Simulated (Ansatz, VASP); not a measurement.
**Two plane-wave programs on CuH2Rh**

```
Rh Cu H
1.0
     2.99350    0.00000    0.00000
    -1.49675    2.59245    0.00000
     0.00000   -1.72830    5.57003
Rh Cu H
1 1 2
Direct
  0.50000 0.00000 0.50000
  0.00000 0.00000 0.00000
  0.11100 0.22200 0.33300
  0.88900 0.77800 0.66700
```

Alike in both runs: task single point; functional PBEsol; k mesh 7 × 7 × 7; no spin polarisation.

```csv
,VASP,Ansatz
version,VASP 6.6.1,Ansatz 0.2.0
potentials or method,"VASP PAW PBE potentials, release 64 (Rh_pv, Cu, H), cutoff 520 eV",PAW plane waves
occupations,"fermi-dirac, width 0.1 eV",fermi-dirac
valence electrons in the cell,28,38
```

```tsv
	VASP	Ansatz	Ansatz less VASP
gap on the k mesh at the Fermi level (eV)	none	none	-
pressure (GPa)	-23.2	-23.2	-0.05
traceless stress, the component that is largest in VASP (GPa)	-2.43	-2.45	-0.025
rms of the force components (eV/Å)	0.171	0.166	-0.0055
```

VASP's potentials were made for PBE, not for PBEsol. Atom by atom the forces differ by 0.006 eV/Å (rms over components). A gap of «none» marks a metal or a gap that the smearing closes. VASP's potentials hold 28 valence electrons a cell and Ansatz's 38, so a difference there can come from the potentials and not from the codes. Ansatz's warnings: structure snapped to symmetry.

The k mesh is coarse, so the values compare programs but aren't converged.
